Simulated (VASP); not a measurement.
# Te2S2O (Cmc2_1) in VASP: a series of runs

Te2S2O is run at these levels: PBE; tasks: single point.

Program: VASP 6.6.1. These are calculated values, not measurements. Logs are shortened: lines on timing, memory, paths and dates and some standing lists are left out, and cuts for length are marked.

## 1. The cell of the first run

Symmetry: Cmc2_1, No. 36, orthorhombic system. The conventional cell has a = 11.211 Å, b = 6.909 Å, c = 6.113 Å, α = 90.00°, β = 90.00°, γ = 90.00°. Within 2.8 Å of O (site symmetry m) lie 2 Te at 2.10 Å. Within 2.8 Å of Te (site symmetry 1) lie 1 O at 2.10 Å and 3 S at 2.14 to 2.18 Å. Within 2.8 Å of S (site symmetry 1) lie 3 Te at 2.14 to 2.18 Å.

## 2. Single point, PBE

Contents of INCAR:

```
ALGO = Normal
EDIFF = 1E-6
ENCUT = 520
GGA = PE
ISIF = 2
ISMEAR = -1
LASPH = T
LCHARG = F
LREAL = F
LWAVE = F
NBANDS = 41
NELM = 100
PREC = Accurate
SIGMA = 0.1
```

Contents of KPOINTS:

```
k-points
0
Gamma
  3 3 3
```

Contents of POSCAR:

```
Te2S2O
1.0
    5.6055430000      3.4544390000      0.0000000000
    5.6055430000     -3.4544390000      0.0000000000
    0.0000000000      0.0000000000     -6.1130640000
O Te S
2 4 4
Direct
    0.2170000000      0.7830000000      0.7700000000
    0.7830000000      0.2170000000      0.2700000000
    0.3260000000      0.0320000000      0.7030000000
    0.6740000000      0.9680000000      0.2030000000
    0.9680000000      0.6740000000      0.7030000000
    0.0320000000      0.3260000000      0.2030000000
    0.3419000000      0.0879000000      0.3600000000
    0.6581000000      0.9121000000      0.8600000000
    0.9121000000      0.6581000000      0.3600000000
    0.0879000000      0.3419000000      0.8600000000
```

Potentials or basis: VASP PAW PBE potentials, release 64 (O, Te, S).

The run is started by

```console
> cat potpaw_PBE.64/O/POTCAR potpaw_PBE.64/Te/POTCAR potpaw_PBE.64/S/POTCAR > POTCAR
> mpirun -np 1 vasp_std > vasp.out
```

OUTCAR:

```text
EDIFF = 1E-6
   ENCUT = 520
   GGA = PE
   ISIF = 2
   ISMEAR = -1
   LASPH = T
   LREAL = F
   NELM = 100
   PREC = Accurate

 ion  position               nearest neighbor table
   1  0.217  0.783  0.770-   3 2.10   5 2.10
   2  0.783  0.217  0.270-   4 2.10   6 2.10
   3  0.326  0.032  0.703-   1 2.10   7 2.14  10 2.16   8 2.18   6 3.67   6 3.67
   4  0.674  0.968  0.203-   2 2.10   8 2.14   9 2.16   7 2.18   5 3.67   5 3.67
   5  0.968  0.674  0.703-   1 2.10   9 2.14   8 2.16  10 2.18   4 3.67   4 3.67
   6  0.032  0.326  0.203-   2 2.10  10 2.14   7 2.16   9 2.18   3 3.67   3 3.67
   7  0.342  0.088  0.360-   3 2.14   6 2.16   4 2.18
   8  0.658  0.912  0.860-   4 2.14   5 2.16   3 2.18
   9  0.912  0.658  0.360-   5 2.14   4 2.16   6 2.18
  10  0.088  0.342  0.860-   6 2.14   3 2.16   5 2.18

  LATTYP: Found a base centered orthorhombic cell.
 ALAT       =     6.9088780000
 B/A-ratio  =     1.6227071892
 C/A-ratio  =     0.8848128452

  Lattice vectors:

 A1 = (  -5.6055430000,   3.4544390000,   0.0000000000)
 A2 = (   5.6055430000,   3.4544390000,   0.0000000000)
 A3 = (   0.0000000000,   0.0000000000,  -6.1130640000)

Analysis of symmetry for initial positions (statically):
=====================================================================
 Subroutine PRICEL returns:
 Original cell was already a primitive cell.

 Routine SETGRP: Setting up the symmetry group for a
 base centered orthorhombic supercell.

 Subroutine GETGRP returns: Found  4 space group operations
 (whereof  2 operations were pure point group operations)
 out of a pool of  8 trial point group operations.

The static configuration has the point symmetry C_1h.
 The point group associated with its full space group is C_2v.

Analysis of symmetry for dynamics (positions and initial velocities):
=====================================================================
 Subroutine PRICEL returns:
 Original cell was already a primitive cell.

 Routine SETGRP: Setting up the symmetry group for a
 base centered orthorhombic supercell.

 Subroutine GETGRP returns: Found  4 space group operations
 (whereof  2 operations were pure point group operations)
 out of a pool of  8 trial point group operations.

The dynamic configuration has the point symmetry C_1h.
 The point group associated with its full space group is C_2v.

 Subroutine INISYM returns: Found  4 space group operations
 (whereof  2 operations are pure point group operations),
[... 102 lines left out ...]
   ISYM   =      2    0-nonsym 1-usesym 2-fastsym
   POTIM  = 0.5000    time-step for ionic-motion
   TEBEG  =    0.0;   TEEND  =   0.0 temperature during run
   PSTRESS=    0.0 pullay stress
   NELECT =      60.0000    total number of electrons
   NUPDOWN=      -1.0000    fix difference up-down
   EMIN   =  10.00;   EMAX   =-10.00  energy-range for DOS
   EFERMI =   0.00;   METHOD = LEGACY
   ISMEAR =    -1;   SIGMA  =   0.10  broadening in eV -4-tet -1-fermi 0-gaus
   EFERMI_NEDOS =   21; number of points for ismear=-14 and -15
   IALGO  =     38    algorithm
   IMIX   =      4    mixing-type and parameters
     AMIX     =   0.40;   BMIX     =  1.00
     AMIX_MAG =   1.60;   BMIX_MAG =  1.00
  volume/ion in A,a.u.               =      23.67       159.76
  Fermi-wavevector in a.u.,A,eV,Ry     =   1.036010  1.957775 14.603355  1.073316
  Thomas-Fermi vector in A             =   2.170380
   LORBIT       =      0    0 simple, 1 ext, 2 COOP (PROOUT), +10 PAW based schemes
   GGA     = PE    functional components
   LHFCALC =     F    Hartree Fock is set to
   AEXX    =    0.0000 exact exchange contribution
   IVDW    =     0    specifies the selected vdW correction
   LEPSILON=     F    determine dielectric tensor
   LRPA    =     F    only Hartree local field effects (RPA)
 non-spin polarized calculation
  energy-cutoff  :      520.00
  volume of cell :      236.75
 maximum number of plane-waves:      6389
 NGX is ok and might be reduce to    50
   NGX = 25   NGY = 25   NGZ = 23

 number of electron      60.0000003 magnetization

 Free energy of the ion-electron system (eV)
  ---------------------------------------------------
  ext. energy  EPLUGINS =         0.00000000
  ---------------------------------------------------
  free energy    TOTEN  =       -18.59144986 eV

  energy without entropy =      -18.40191283  energy(sigma->0) =      -18.49668135

 E-fermi :   6.0613     XC(G=0):  -8.5184

 val. band max:        6.0357809981   @ k =   0.3333   0.3333   0.0000
 cond. band min:       6.1376017089   @ k =   0.0000   0.0000   0.0000
 fundamental gap:      0.1018207108
 Fermi energy:         6.0613083465

 k-point     1 :       0.0000    0.0000    0.0000
  band No.  band energies     occupation
      1     -13.9244      2.00000
      2     -12.8045      2.00000
      3     -12.0078      2.00000
      4     -11.4117      2.00000
      5     -11.2094      2.00000
      6     -10.8134      2.00000
[... 341 lines left out ...]
     40      10.5811      0.00000
     41      10.6326      0.00000

------------------------ aborting loop because EDIFF is reached ----------------------------------------

  FORCE on cell =-STRESS in cart. coord.  units (eV):
  Direction    XX          YY          ZZ          XY          YZ          ZX
  --------------------------------------------------------------------------------------
  -------------------------------------------------------------------------------------
  Total       27.4227459     84.4487724     94.2127940      0.0000000      0.0000000      0.0000000
  in kB      185.5826481    571.5046501    637.5823864      0.0000000      0.0000000      0.0000000
  external PRESSURE =     464.8898949 kB  Pullay stress =       0.0000000 kB

 VOLUME and BASIS-vectors are now :
 -----------------------------------------------------------------------------
  energy-cutoff  :      520.00
  volume of cell :      236.75
      direct lattice vectors                 reciprocal lattice vectors
     5.605543000  3.454439000  0.000000000     0.089197425  0.144741302  0.000000000
     5.605543000 -3.454439000  0.000000000     0.089197425 -0.144741302  0.000000000
     0.000000000  0.000000000 -6.113064000     0.000000000  0.000000000 -0.163584088

 POSITION                                       TOTAL-FORCE (eV/Angst)
 -----------------------------------------------------------------------------------
      5.60554     -1.95521     -4.70706         0.000000     -0.220437      0.338170
      5.60554      1.95521     -1.65053         0.000000      0.220437      0.338170
      2.00678      1.01561     -4.29748        -6.579272      2.297398     -1.526680
      9.20430     -1.01561     -1.24095         6.579272     -2.297398     -1.526680
      9.20430      1.01561     -4.29748         6.579272      2.297398     -1.526680
      2.00678     -1.01561     -1.24095        -6.579272     -2.297398     -1.526680
      2.40926      0.87743     -2.20070        -0.901414      0.918684      1.357595
      8.80182     -0.87743     -5.25724         0.901414     -0.918684      1.357595
      8.80182      0.87743     -2.20070         0.901414      0.918684      1.357595
      2.40926     -0.87743     -5.25724        -0.901414     -0.918684      1.357595
 -----------------------------------------------------------------------------------
    total drift:                               -0.000000     -0.000000      0.000724

  FREE ENERGIE OF THE ION-ELECTRON SYSTEM (eV)
  ---------------------------------------------------
  free  energy   TOTEN  =       -18.5914498626 eV

  energy  without entropy=      -18.4019128288  energy(sigma->0) =      -18.49668135
```

OSZICAR:

```text
N       E                     dE             d eps       ncg     rms          rms(c)
DAV:   1     0.422977825116E+03    0.42298E+03   -0.25829E+04   656   0.126E+03
DAV:   2     0.187516776024E+02   -0.40423E+03   -0.38818E+03   869   0.243E+02
DAV:   3    -0.231445589542E+02   -0.41896E+02   -0.40429E+02   831   0.811E+01
[... 15 lines left out ...]
DAV:  19    -0.185914590270E+02    0.58498E-04   -0.11671E-04   726   0.481E-02    0.131E-01
DAV:  20    -0.185914536618E+02    0.53652E-05   -0.32419E-05   856   0.245E-02    0.979E-02
DAV:  21    -0.185914510558E+02    0.26060E-05   -0.47717E-06   735   0.927E-03    0.557E-02
DAV:  22    -0.185914499360E+02    0.11198E-05   -0.40962E-06   674   0.811E-03    0.836E-03
DAV:  23    -0.185914498626E+02    0.73451E-07   -0.35844E-07   399   0.293E-03
   1 F= -.18591450E+02 E0= -.18496681E+02  d E =-.189537E+00
```

Run time: 5.1 min. Hardware: 1 thread of Intel Xeon 8259CL, shared host; peak memory 0.34 GiB.

What came out:

```
Free energy            : -18.5914 eV
Pressure               : 46.5 GPa
Largest force          : 7.134 eV/Å
Band gap on the k mesh : zero (bands 30 and 31 overlap by 0.18 eV)
```

Forces in eV/Å, atoms in the order of the input:
```
O    0.000 -0.220  0.338
O    0.000  0.220  0.338
Te  -6.579  2.297 -1.527
Te   6.579 -2.297 -1.527
Te   6.579  2.297 -1.527
Te  -6.579 -2.297 -1.527
S   -0.901  0.919  1.358
S    0.901 -0.919  1.358
S    0.901  0.919  1.358
S   -0.901 -0.919  1.358
```

Stress tensor (GPa, compression positive):
```
18.56  0.00  0.00
 0.00 57.15  0.00
 0.00  0.00 63.76
```

Caveat: the cell stands under pressure; spin-orbit coupling is left out, which moves the levels of the heavy elements; forces of over 1 eV/Å act on the atoms, so gaps and moduli don't describe the material at rest.

## 3. Single point, PBE

Contents of INCAR:

```
SYSTEM = Te2S2O
PREC = Accurate ; ENCUT = 520
EDIFF = 1E-6 ; ISMEAR = -1
SIGMA = 0.1 ; LREAL = .FALSE.
LASPH = .TRUE. ; NELM = 100
ALGO = Normal ; ISIF = 2
LWAVE = .FALSE. ; LCHARG = .TRUE.
GGA = PE ; LELF = .TRUE.
LVHAR = .TRUE. ; NBANDS = 41
```

Contents of KPOINTS:

```
Automatic mesh
0
G
  3 3 3
  0 0 0
```

POSCAR is that of step 2.

Potentials or basis: VASP PAW PBE potentials, release 64 (O, Te, S).

The run is started by

```console
> cat potpaw_PBE.64/O/POTCAR potpaw_PBE.64/Te/POTCAR potpaw_PBE.64/S/POTCAR > POTCAR
> mpirun -np 1 vasp_std > vasp.out
```

OUTCAR:

```text
SYSTEM = Te2S2O
   PREC = Accurate
   ENCUT = 520
   EDIFF = 1E-6
   ISMEAR = -1
   LREAL = .FALSE.
   LASPH = .TRUE.
   NELM = 100
   ISIF = 2
   GGA = PE

 ion  position               nearest neighbor table
   1  0.217  0.783  0.770-   3 2.10   5 2.10
   2  0.783  0.217  0.270-   4 2.10   6 2.10
   3  0.326  0.032  0.703-   1 2.10   7 2.14  10 2.16   8 2.18   6 3.67   6 3.67
   4  0.674  0.968  0.203-   2 2.10   8 2.14   9 2.16   7 2.18   5 3.67   5 3.67
   5  0.968  0.674  0.703-   1 2.10   9 2.14   8 2.16  10 2.18   4 3.67   4 3.67
   6  0.032  0.326  0.203-   2 2.10  10 2.14   7 2.16   9 2.18   3 3.67   3 3.67
   7  0.342  0.088  0.360-   3 2.14   6 2.16   4 2.18
   8  0.658  0.912  0.860-   4 2.14   5 2.16   3 2.18
   9  0.912  0.658  0.360-   5 2.14   4 2.16   6 2.18
  10  0.088  0.342  0.860-   6 2.14   3 2.16   5 2.18

  LATTYP: Found a base centered orthorhombic cell.
 ALAT       =     6.9088780000
 B/A-ratio  =     1.6227071892
 C/A-ratio  =     0.8848128452

  Lattice vectors:

 A1 = (  -5.6055430000,   3.4544390000,   0.0000000000)
 A2 = (   5.6055430000,   3.4544390000,   0.0000000000)
 A3 = (   0.0000000000,   0.0000000000,  -6.1130640000)

Analysis of symmetry for initial positions (statically):
=====================================================================
 Subroutine PRICEL returns:
 Original cell was already a primitive cell.

 Routine SETGRP: Setting up the symmetry group for a
 base centered orthorhombic supercell.

 Subroutine GETGRP returns: Found  4 space group operations
 (whereof  2 operations were pure point group operations)
 out of a pool of  8 trial point group operations.

The static configuration has the point symmetry C_1h.
 The point group associated with its full space group is C_2v.

Analysis of symmetry for dynamics (positions and initial velocities):
=====================================================================
 Subroutine PRICEL returns:
[... 135 lines left out ...]
   LHFCALC =     F    Hartree Fock is set to
   AEXX    =    0.0000 exact exchange contribution
   IVDW    =     0    specifies the selected vdW correction
   LEPSILON=     F    determine dielectric tensor
   LRPA    =     F    only Hartree local field effects (RPA)
 non-spin polarized calculation
  energy-cutoff  :      520.00
  volume of cell :      236.75
 maximum number of plane-waves:      6389
 NGX is ok and might be reduce to    50
   NGX = 25   NGY = 25   NGZ = 23

 number of electron      60.0000003 magnetization

 Free energy of the ion-electron system (eV)
  ---------------------------------------------------
  ext. energy  EPLUGINS =         0.00000000
  ---------------------------------------------------
  free energy    TOTEN  =       -18.59144986 eV

  energy without entropy =      -18.40191283  energy(sigma->0) =      -18.49668135

 E-fermi :   6.0613     XC(G=0):  -8.5184

 val. band max:        6.0357809981   @ k =   0.3333   0.3333   0.0000
 cond. band min:       6.1376017089   @ k =   0.0000   0.0000   0.0000
 fundamental gap:      0.1018207108
 Fermi energy:         6.0613083465

 k-point     1 :       0.0000    0.0000    0.0000
  band No.  band energies     occupation
      1     -13.9244      2.00000
      2     -12.8045      2.00000
      3     -12.0078      2.00000
      4     -11.4117      2.00000
      5     -11.2094      2.00000
      6     -10.8134      2.00000
[... 341 lines left out ...]
     40      10.5811      0.00000
     41      10.6326      0.00000

------------------------ aborting loop because EDIFF is reached ----------------------------------------

  FORCE on cell =-STRESS in cart. coord.  units (eV):
  Direction    XX          YY          ZZ          XY          YZ          ZX
  --------------------------------------------------------------------------------------
  -------------------------------------------------------------------------------------
  Total       27.4227459     84.4487724     94.2127940      0.0000000      0.0000000      0.0000000
  in kB      185.5826481    571.5046501    637.5823864      0.0000000      0.0000000      0.0000000
  external PRESSURE =     464.8898949 kB  Pullay stress =       0.0000000 kB

 VOLUME and BASIS-vectors are now :
 -----------------------------------------------------------------------------
  energy-cutoff  :      520.00
  volume of cell :      236.75
      direct lattice vectors                 reciprocal lattice vectors
     5.605543000  3.454439000  0.000000000     0.089197425  0.144741302  0.000000000
     5.605543000 -3.454439000  0.000000000     0.089197425 -0.144741302  0.000000000
     0.000000000  0.000000000 -6.113064000     0.000000000  0.000000000 -0.163584088

 POSITION                                       TOTAL-FORCE (eV/Angst)
 -----------------------------------------------------------------------------------
      5.60554     -1.95521     -4.70706         0.000000     -0.220437      0.338170
      5.60554      1.95521     -1.65053         0.000000      0.220437      0.338170
      2.00678      1.01561     -4.29748        -6.579272      2.297398     -1.526680
      9.20430     -1.01561     -1.24095         6.579272     -2.297398     -1.526680
      9.20430      1.01561     -4.29748         6.579272      2.297398     -1.526680
      2.00678     -1.01561     -1.24095        -6.579272     -2.297398     -1.526680
      2.40926      0.87743     -2.20070        -0.901414      0.918684      1.357595
      8.80182     -0.87743     -5.25724         0.901414     -0.918684      1.357595
      8.80182      0.87743     -2.20070         0.901414      0.918684      1.357595
      2.40926     -0.87743     -5.25724        -0.901414     -0.918684      1.357595
 -----------------------------------------------------------------------------------
    total drift:                               -0.000000     -0.000000      0.000724

  FREE ENERGIE OF THE ION-ELECTRON SYSTEM (eV)
  ---------------------------------------------------
  free  energy   TOTEN  =       -18.5914498626 eV

  energy  without entropy=      -18.4019128288  energy(sigma->0) =      -18.49668135
```

Run time: 5.1 min. Hardware: 1 thread of Intel Xeon 8259CL, shared host; peak memory 0.34 GiB.

Results:

* Free energy: -18.5914 eV
* Pressure: 46.5 GPa
* Largest force: 7.134 eV/Å
* Band gap on the k mesh: zero (bands 30 and 31 overlap by 0.18 eV)

Forces on the atoms (eV/Å):
```
O    0.000 -0.220  0.338
O    0.000  0.220  0.338
Te  -6.579  2.297 -1.527
Te   6.579 -2.297 -1.527
Te   6.579  2.297 -1.527
Te  -6.579 -2.297 -1.527
S   -0.901  0.919  1.358
S    0.901 -0.919  1.358
S    0.901  0.919  1.358
S   -0.901 -0.919  1.358
```

Levels at points of the mesh, in eV from the Fermi level:
| k point | band 28 | band 29 | band 30 | band 31 | band 32 | band 33 |
| --- | --- | --- | --- | --- | --- | --- |
| (0.00, 0.00, 0.00) | -0.77 | -0.63 | -0.38 | 0.08 | 0.46 | 0.57 |

Caveat: the cell stands under pressure; spin-orbit coupling is left out, which moves the levels of the heavy elements; forces of over 1 eV/Å act on the atoms, so gaps and moduli don't describe the material at rest.

## 4. Single point, PBE

Contents of INCAR:

```
SYSTEM = Te2S2O
ALGO = Normal
EDIFF = 1E-6
ENCUT = 520
GGA = PE
ISIF = 2
ISMEAR = 0
LASPH = .TRUE.
LCHARG = .TRUE.
LELF = .TRUE.
LREAL = .FALSE.
LVHAR = .TRUE.
LWAVE = .FALSE.
NBANDS = 41
NELM = 80
PREC = Accurate
SIGMA = 0.1
```

Contents of KPOINTS:

```
k-points
0
G
  3 3 3
  0 0 0
```

POSCAR is that of step 3.

The run is started by

```console
> cat potpaw_PBE.64/O/POTCAR potpaw_PBE.64/Te/POTCAR potpaw_PBE.64/S/POTCAR > POTCAR
> mpirun -np 1 vasp_std > vasp.out
```

Wall time 4.5 min (1 thread of Intel Xeon 8259CL, shared host); peak memory 0.34 GiB.

Results (log left out):

```yaml
Free_energy: -18.5022 eV
Pressure: 46.5 GPa
Largest_force: 7.138 eV/Å
Band_gap_on_the_k_mesh: zero (bands 30 and 31 overlap by 0.18 eV)
```

Forces on the atoms (eV/Å):
```
O    0.000 -0.242  0.391
O    0.000  0.242  0.391
Te  -6.555  2.316 -1.619
Te   6.555 -2.316 -1.619
Te   6.555  2.316 -1.619
Te  -6.555 -2.316 -1.619
S   -0.912  0.940  1.423
S    0.912 -0.940  1.423
S    0.912  0.940  1.423
S   -0.912 -0.940  1.423
```

Stress tensor (GPa, compression positive):
```
18.58  0.00  0.00
 0.00 57.26  0.00
 0.00  0.00 63.56
```

Levels at points of the mesh, in eV from the Fermi level:
```csv
k point,band 27,band 28,band 29,band 30,band 31,band 32,band 33,band 34
"(0.00, 0.00, 0.00)",-0.89,-0.76,-0.62,-0.36,0.09,0.48,0.59,0.76
```

Caveat: the cell stands under pressure; spin-orbit coupling is left out, which moves the levels of the heavy elements; forces of over 1 eV/Å act on the atoms, so gaps and moduli don't describe the material at rest.
